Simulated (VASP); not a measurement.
# KTe2C4 (P6/mmm) in VASP: notebook

The runs below take KTe2C4 through relaxation of cell and atoms, single point, with PBE.

All numbers are computed with VASP 6.6.1; they aren't measurements. Logs are shortened: lines on timing, memory, paths and dates and some standing lists are left out, and cuts for length are marked.

## 1. The cell of the first run

Symmetry: P6/mmm, No. 191, hexagonal system. The conventional cell has a = 4.170 Å, b = 4.170 Å, c = 9.792 Å, α = 90.00°, β = 90.00°, γ = 120.00°. K (site symmetry 6/mmm) has 6 C at 2.41 Å within 3.2 Å. Te (site symmetry 6mm) has 1 Te at 2.68 Å and 6 C at 2.76 Å and 1 K at 3.56 Å within 3.6 Å. C (site symmetry -6m2) has 3 C at 2.41 Å and 3 K at 2.41 Å within 3.2 Å. C (site symmetry -6m2) has 3 C at 2.41 Å and 6 Te at 2.76 Å within 3.2 Å.

The cell was built from a structure type or drawn by symmetry, and may not be a known phase.

## 2. Relaxation of cell and atoms, PBE

File INCAR:

```
PREC = Accurate
ENCUT = 600
EDIFF = 1E-6
ISMEAR = 0
SIGMA = 0.1
LREAL = F
LASPH = T
NELM = 100
ALGO = Normal
ISIF = 3
LWAVE = F
LCHARG = F
GGA = PE
IBRION = 2
NSW = 100
EDIFFG = -0.01
```

File KPOINTS:

```
regular mesh
0
Gamma
  12 12 4
```

File POSCAR:

```
KTe2C4
1.0
    4.1704452823      0.0000000000      0.0000000000
   -2.0852226411      3.6117115595      0.0000000000
    0.0000000000      0.0000000000      9.7917919098
K Te C
1 2 4
Direct
    0.0000000000      0.0000000000      0.0000000000
    0.0000000000      0.0000000000      0.6368723634
    0.0000000000      0.0000000000      0.3631276366
    0.3333333333      0.6666666667      0.0000000000
    0.6666666667      0.3333333333      0.0000000000
    0.3333333333      0.6666666667      0.5000000000
    0.6666666667      0.3333333333      0.5000000000
```

Potentials or basis: VASP PAW PBE potentials, release 64 (K_sv, Te, C).

Launch:

```
> cat potpaw_PBE.64/K_sv/POTCAR potpaw_PBE.64/Te/POTCAR potpaw_PBE.64/C/POTCAR > POTCAR
> mpirun -np 1 vasp_std > vasp.out
```

OUTCAR:

```text
PREC = Accurate
   ENCUT = 600
   EDIFF = 1E-6
   ISMEAR = 0
   LREAL = F
   LASPH = T
   NELM = 100
   ISIF = 3
   GGA = PE
   IBRION = 2
   NSW = 100
   EDIFFG = -0.01

 ion  position               nearest neighbor table
   1  0.000  0.000  0.000-   4 2.41   5 2.41   4 2.41   5 2.41   5 2.41   4 2.41   2 3.56   3 3.56

   2  0.000  0.000  0.637-   3 2.68   6 2.76   7 2.76   6 2.76   7 2.76   7 2.76   6 2.76   1 3.56

   3  0.000  0.000  0.363-   2 2.68   6 2.76   7 2.76   6 2.76   7 2.76   7 2.76   6 2.76   1 3.56

   4  0.333  0.667  0.000-   1 2.41   1 2.41   1 2.41
   5  0.667  0.333  0.000-   1 2.41   1 2.41   1 2.41
   6  0.333  0.667  0.500-   2 2.76   3 2.76   2 2.76   3 2.76   2 2.76   3 2.76
   7  0.667  0.333  0.500-   2 2.76   3 2.76   2 2.76   3 2.76   2 2.76   3 2.76

  LATTYP: Found a hexagonal cell.
 ALAT       =     4.1704452823
 C/A-ratio  =     2.3479008228

  Lattice vectors:

 A1 = (   4.1704452823,   0.0000000000,   0.0000000000)
 A2 = (  -2.0852226411,   3.6117115595,   0.0000000000)
 A3 = (   0.0000000000,   0.0000000000,   9.7917919098)

Analysis of symmetry for initial positions (statically):
=====================================================================
 Subroutine PRICEL returns:
 Original cell was already a primitive cell.

 Routine SETGRP: Setting up the symmetry group for a
 hexagonal supercell.

 Subroutine GETGRP returns: Found 24 space group operations
 (whereof 24 operations were pure point group operations)
 out of a pool of 24 trial point group operations.

The static configuration has the point symmetry D_6h.

Analysis of symmetry for dynamics (positions and initial velocities):
=====================================================================
 Subroutine PRICEL returns:
 Original cell was already a primitive cell.

 Routine SETGRP: Setting up the symmetry group for a
 hexagonal supercell.

 Subroutine GETGRP returns: Found 24 space group operations
 (whereof 24 operations were pure point group operations)
 out of a pool of 24 trial point group operations.

The dynamic configuration has the point symmetry D_6h.

 Subroutine INISYM returns: Found 24 space group operations
 (whereof 24 operations are pure point group operations),
 and found     1 'primitive' translations

----------------------------------------------------------------------------------------

                                     Primitive cell

  volume of cell :     147.4883

  direct lattice vectors                    reciprocal lattice vectors
     4.170445282  0.000000000  0.000000000     0.239782549  0.138438519  0.000000000
    -2.085222641  3.611711559  0.000000000     0.000000000  0.276877038  0.000000000
     0.000000000  0.000000000  9.791791910     0.000000000  0.000000000  0.102126353

  length of vectors
     4.170445282  4.170445282  9.791791910     0.276877038  0.276877038  0.102126353

  position of ions in fractional coordinates (direct lattice)
     0.000000000  0.000000000  0.000000000
     0.000000000  0.000000000  0.636872363
     0.000000000  0.000000000  0.363127637
     0.333333333  0.666666667  0.000000000
     0.666666667  0.333333333  0.000000000
     0.333333333  0.666666667  0.500000000
     0.666666667  0.333333333  0.500000000

  ion indices of the primitive-cell ions
   primitive index   ion index
                 1           1
                 2           2
                 3           3
                 4           4
                 5           5
                 6           6
                 7           7

----------------------------------------------------------------------------------------

 KPOINTS: regular mesh

Automatic generation of k-mesh.
 Grid dimensions read from file:
 generate k-points for:   12   12    4

 Generating k-lattice:

  Cartesian coordinates                     Fractional coordinates (reciprocal lattice)
     0.019981879  0.011536543  0.000000000     0.083333333 -0.000000000  0.000000000
     0.000000000  0.023073087  0.000000000     0.000000000  0.083333333  0.000000000
     0.000000000  0.000000000  0.025531588     0.000000000  0.000000000  0.250000000

  Length of vectors
     0.023073087  0.023073087  0.025531588

  Shift w.r.t. Gamma in fractional coordinates (k-lattice)
     0.000000000  0.000000000  0.000000000

 Subroutine IBZKPT returns following result:
 ===========================================

 Found     57 irreducible k-points:

 Following reciprocal coordinates:
            Coordinates               Weight
  0.000000  0.000000  0.000000      1.000000
  0.083333  0.000000  0.000000      6.000000
  0.166667  0.000000  0.000000      6.000000
  0.250000  0.000000  0.000000      6.000000
  0.333333  0.000000  0.000000      6.000000
  0.416667  0.000000  0.000000      6.000000
[... 16 lines left out ...]
  0.250000  0.000000  0.250000     12.000000
  0.333333  0.000000  0.250000     12.000000
 [... further k-points ...]
   k-points           NKPTS =     57   k-points in BZ     NKDIM =     57   number of bands    NBANDS=     22
   number of dos      NEDOS =    301   number of ions     NIONS =      7
   total plane-waves  NPLWV = 103680
   dimension x,y,z NGX =    36 NGY =   36 NGZ =   80
   dimension x,y,z NGXF=    72 NGYF=   72 NGZF=  160
   ions per type =               1   2   4
   NGX,Y,Z   is equivalent  to a cutoff of  14.35, 14.35, 13.58 a.u.
   NGXF,Y,Z  is equivalent  to a cutoff of  28.70, 28.70, 27.16 a.u.
 SYSTEM =  unknown system
   PREC   = accura    normal or accurate (medium, high low for compatibility)
   ISTART =      0    job   : 0-new  1-cont  2-samecut
   ICHARG =      2    charge: 1-file 2-atom 10-const
   ISPIN  =      1    spin polarized calculation?
   LNONCOLLINEAR =      F non collinear calculations
   LSORBIT =      F    spin-orbit coupling
   LASPH  =      T    aspherical Exc in radial PAW
   ENCUT  =  600.0 eV  44.10 Ry    6.64 a.u.   8.33  8.33 19.56*2*pi/ulx,y,z
   NELM   =    100;   NELMIN=  2; NELMDL= -5     # of ELM steps
   EDIFF  = 0.1E-05   stopping-criterion for ELM
   LREAL  =      F    real-space projection
   EDIFFG = -.1E-01   stopping-criterion for IOM
   NSW    =    100    number of steps for IOM
   IBRION =      2    ionic relax: 0-MD 1-quasi-New 2-CG
   NFREE  =      1    steps in history (QN), initial steepest desc. (CG)
   ISIF   =      3    stress and relaxation
   ISYM   =      2    0-nonsym 1-usesym 2-fastsym
   POTIM  = 0.5000    time-step for ionic-motion
   TEBEG  =    0.0;   TEEND  =   0.0 temperature during run
   PSTRESS=    0.0 pullay stress
   NELECT =      37.0000    total number of electrons
   NUPDOWN=      -1.0000    fix difference up-down
   EMIN   =  10.00;   EMAX   =-10.00  energy-range for DOS
   EFERMI =   0.00;   METHOD = LEGACY
   ISMEAR =     0;   SIGMA  =   0.10  broadening in eV -4-tet -1-fermi 0-gaus
   EFERMI_NEDOS =   21; number of points for ismear=-14 and -15
   IALGO  =     38    algorithm
   IMIX   =      4    mixing-type and parameters
     AMIX     =   0.40;   BMIX     =  1.00
     AMIX_MAG =   1.60;   BMIX_MAG =  1.00
  volume/ion in A,a.u.               =      21.07       142.19
  Fermi-wavevector in a.u.,A,eV,Ry     =   1.032499  1.951140 14.504540  1.066054
  Thomas-Fermi vector in A             =   2.166699
   LORBIT       =      0    0 simple, 1 ext, 2 COOP (PROOUT), +10 PAW based schemes
   GGA     = PE    functional components
   LHFCALC =     F    Hartree Fock is set to
   AEXX    =    0.0000 exact exchange contribution
   IVDW    =     0    specifies the selected vdW correction
   LEPSILON=     F    determine dielectric tensor
   LRPA    =     F    only Hartree local field effects (RPA)
 conjugate gradient relaxation of ions
 non-spin polarized calculation
 Gauss-broadening in eV      SIGMA  =   0.10
  energy-cutoff  :      600.00
  volume of cell :      147.49
 maximum number of plane-waves:      4957
 NGX is ok and might be reduce to    36
   NGX = 17   NGY = 17   NGZ = 39

--------------------------------------- Ionic step        1  -------------------------------------------

 number of electron      37.0000001 magnetization

 Free energy of the ion-electron system (eV)
  ---------------------------------------------------
  ext. energy  EPLUGINS =         0.00000000
  ---------------------------------------------------
  free energy    TOTEN  =       -22.39813678 eV

  energy without entropy =      -22.37381507  energy(sigma->0) =      -22.38597593

------------------------ aborting loop because EDIFF is reached ----------------------------------------

  FORCE on cell =-STRESS in cart. coord.  units (eV):
  Direction    XX          YY          ZZ          XY          YZ          ZX
  --------------------------------------------------------------------------------------
  -------------------------------------------------------------------------------------
  Total        0.1474411      0.1474411     -0.6431651      0.0000000      0.0000000     -0.0000000
  in kB        1.6016643      1.6016643     -6.9867531      0.0000000      0.0000000     -0.0000000
  external PRESSURE =      -1.2611415 kB  Pullay stress =       0.0000000 kB

 VOLUME and BASIS-vectors are now :
 -----------------------------------------------------------------------------
  energy-cutoff  :      600.00
  volume of cell :      147.49
      direct lattice vectors                 reciprocal lattice vectors
     4.170445282  0.000000000  0.000000000     0.239782549  0.138438519  0.000000000
    -2.085222641  3.611711559  0.000000000     0.000000000  0.276877038  0.000000000
     0.000000000  0.000000000  9.791791910     0.000000000  0.000000000  0.102126353
[... 83 lines left out ...]
 POSITION                                       TOTAL-FORCE (eV/Angst)
 -----------------------------------------------------------------------------------
      0.00000      0.00000      0.00000         0.000000      0.000000      0.000000
      2.08696      3.61472      6.20362        -0.000000      0.000000      0.007715
     -0.00000      0.00000      3.55264         0.000000     -0.000000     -0.007715
     -0.00000      2.40981      0.00000        -0.000000      0.000000      0.000000
      2.08696      1.20491      0.00000         0.000000     -0.000000      0.000000
     -0.00000      2.40981      4.87813         0.000000      0.000000      0.000000
      2.08696      1.20491      4.87813        -0.000000     -0.000000      0.000000
 -----------------------------------------------------------------------------------
    total drift:                               -0.000000      0.000000      0.000000

  FREE ENERGIE OF THE ION-ELECTRON SYSTEM (eV)
  ---------------------------------------------------
  free  energy   TOTEN  =       -22.4020420790 eV

  energy  without entropy=      -22.3777152140  energy(sigma->0) =      -22.38987865

--------------------------------------- Ionic step        4  -------------------------------------------

 number of electron      37.0000001 magnetization

 Free energy of the ion-electron system (eV)
  ---------------------------------------------------
  ext. energy  EPLUGINS =         0.00000000
  ---------------------------------------------------
  free energy    TOTEN  =       -22.40237739 eV

  energy without entropy =      -22.37787468  energy(sigma->0) =      -22.39012604

 E-fermi :   3.4561     XC(G=0):  -8.9741

 val. band max:        3.4375784725   @ k =   0.2500   0.2500   0.0000
 cond. band min:       3.4653721338   @ k =   0.0000   0.0000   0.0000
 fundamental gap:      0.0277936614
 Fermi energy:         3.4560975529

 k-point     1 :       0.0000    0.0000    0.0000
  band No.  band energies     occupation
      1     -25.3436      2.00000
      2     -11.6005      2.00000
      3      -9.1057      2.00000
      4      -9.1057      2.00000
      5      -9.0299      2.00000
      6      -7.5381      2.00000
[... 14 lines left out ...]
     21       3.4654      0.89565
     22       4.1832      0.00000
[... 552 lines left out ...]
  band No.  band energies     occupation
      1     -25.3155      2.00000
      2     -10.6492      2.00000
      3     -10.0654      2.00000
      4      -9.2456      2.00000
      5      -8.9510      2.00000
      6      -7.0312      2.00000
[... 14 lines left out ...]
     21       4.0213      0.00000
     22       4.3243      0.00000

 [... further k-points ...]
[... 5 lines left out ...]
  --------------------------------------------------------------------------------------
  -------------------------------------------------------------------------------------
  Total        0.0257619      0.0257619      0.0331282      0.0000000      0.0000000      0.0000000
  in kB        0.2795883      0.2795883      0.3595329      0.0000000      0.0000000      0.0000000
  external PRESSURE =       0.3062365 kB  Pullay stress =       0.0000000 kB

 VOLUME and BASIS-vectors are now :
 -----------------------------------------------------------------------------
  energy-cutoff  :      600.00
  volume of cell :      147.63
      direct lattice vectors                 reciprocal lattice vectors
     4.179841358  0.000000000 -0.000000000     0.239243530  0.138127316 -0.000000000
    -2.089920679  3.619848799  0.000000000    -0.000000000  0.276254633 -0.000000000
     0.000000000  0.000000000  9.757079545     0.000000000 -0.000000000  0.102489684

 POSITION                                       TOTAL-FORCE (eV/Angst)
 -----------------------------------------------------------------------------------
      0.00000      0.00000      0.00000         0.000000      0.000000     -0.000000
      0.00000      0.00000      6.20371        -0.000000     -0.000000     -0.001309
      2.08992      3.61985      3.55337         0.000000      0.000000      0.001309
     -0.00000      2.41323      0.00000         0.000000     -0.000000     -0.000000
      2.08992      1.20662      0.00000        -0.000000      0.000000     -0.000000
     -0.00000      2.41323      4.87854        -0.000000      0.000000     -0.000000
      2.08992      1.20662      4.87854        -0.000000     -0.000000     -0.000000
 -----------------------------------------------------------------------------------
    total drift:                               -0.000000      0.000000      0.000000

  FREE ENERGIE OF THE ION-ELECTRON SYSTEM (eV)
  ---------------------------------------------------
  free  energy   TOTEN  =       -22.4023773949 eV

  energy  without entropy=      -22.3778746758  energy(sigma->0) =      -22.39012604

 reached required accuracy - stopping structural energy minimisation
```

Run time: 11 min. Hardware: 1 thread of Intel Xeon Platinum 8259CL at 2.50GHz (Skylake/Cascade Lake), shared host; peak memory 0.49 GiB.

What came out:

```yaml
Free_energy: -22.4024 eV
Relaxed_volume: 21.09 Å³/atom
Relaxed_cell: a = 4.180 Å, b = 4.180 Å, c = 9.757 Å, α = 90.00°, β = 90.00°, γ = 120.00°
Space_group_after_relaxing_to_0.1_Å: P6/mmm (No. 191)
Energy_gained_by_relaxing: 0.6 meV/atom
Ionic_steps: 4
Pressure_after_relaxing: 0.0 GPa
Band_gap_on_the_k_mesh: zero (an odd number of electrons rules out a gap without spin polarisation)
```

The path:
| step | energy change (eV) | largest force (eV/Å) | pressure (GPa) | volume (Å³) |
| --- | --- | --- | --- | --- |
| 1 | 0.0000 | 0.2512 | -0.13 | 147.49 |
| 2 | -0.0037 | 0.0699 | 0.24 | 147.13 |
| 3 | -0.0039 | 0.0077 | 0.17 | 147.20 |
| 4 | -0.0042 | 0.0013 | 0.03 | 147.63 |

Final structure:
```cif
data_structure
_symmetry_space_group_name_H-M 'P 1'
_symmetry_Int_Tables_number 1
_cell_length_a 4.1798
_cell_length_b 4.1798
_cell_length_c 9.7571
_cell_angle_alpha 90.000
_cell_angle_beta 90.000
_cell_angle_gamma 120.000
_cell_volume 147.63
loop_
_atom_site_label
_atom_site_type_symbol
_atom_site_fract_x
_atom_site_fract_y
_atom_site_fract_z
_atom_site_occupancy
K1 K 0.00000 0.00000 0.00000 1
Te1 Te 0.00000 0.00000 0.63582 1
Te2 Te 0.00000 0.00000 0.36418 1
C1 C 0.33333 0.66667 0.00000 1
C2 C 0.66667 0.33333 0.00000 1
C3 C 0.33333 0.66667 0.50000 1
C4 C 0.66667 0.33333 0.50000 1
```

Caveat: spin-orbit coupling is left out, which moves the levels of the heavy elements.

## 3. Single point, PBE

File INCAR:

```
PREC = Accurate
ENCUT = 520
EDIFF = 1E-6
ISMEAR = 0
SIGMA = 0.1
LREAL = False
LASPH = True
NELM = 100
ALGO = Normal
ISIF = 2
LWAVE = False
LCHARG = False
GGA = PE
NBANDS = 28
```

File KPOINTS:

```
Automatic mesh
0
Gamma
  6 6 2
```

Edit POSCAR of step 2 so:

```diff
@@ -2,4 +2,4 @@
 1.0
-    4.1704452823      0.0000000000      0.0000000000
-   -2.0852226411      3.6117115595      0.0000000000
+    4.1704452823      0.0000000025      0.0000000000
+   -2.0852226433      3.6117115583      0.0000000000
     0.0000000000      0.0000000000      9.7917919098
```

Potentials or basis: VASP PAW PBE potentials, release 64 (K_sv, Te, C).

Launch:

```
> cat potpaw_PBE.64/K_sv/POTCAR potpaw_PBE.64/Te/POTCAR potpaw_PBE.64/C/POTCAR > POTCAR
> mpirun -np 1 vasp_std > vasp.out
```

Wall time 57 s (1 thread of Intel Xeon Platinum 8259CL at 2.50GHz (Skylake/Cascade Lake), shared host); peak memory 0.29 GiB.

Results (log left out):

| Property | Result |
| --- | --- |
| Free energy | -22.4398 eV |
| Pressure | 0.2 GPa |
| Largest force | 0.007 eV/Å |
| Band gap on the k mesh | zero (an odd number of electrons rules out a gap without spin polarisation) |

Forces on the atoms (eV/Å):
```
K    0.000  0.000  0.000
Te   0.000  0.000 -0.007
Te   0.000  0.000  0.007
C    0.000  0.000  0.000
C    0.000  0.000  0.000
C    0.000  0.000  0.000
C    0.000  0.000  0.000
```

Levels at points of the mesh, in eV from the Fermi level:
```tsv
k point	band 17	band 18	band 19	band 20	band 21	band 22
(0.00, 0.00, 0.00)	-2.46	-2.07	-1.13	0.02	0.02	0.70
(0.50, 0.00, 0.00)	-0.75	-0.75	-0.30	0.30	0.83	1.66
(0.00, 0.00, 0.50)	-2.46	-1.84	-1.17	0.03	0.03	0.70
(0.50, 0.00, 0.50)	-0.69	-0.36	-0.32	0.44	0.87	1.32
```

Caveat: spin-orbit coupling is left out, which moves the levels of the heavy elements.
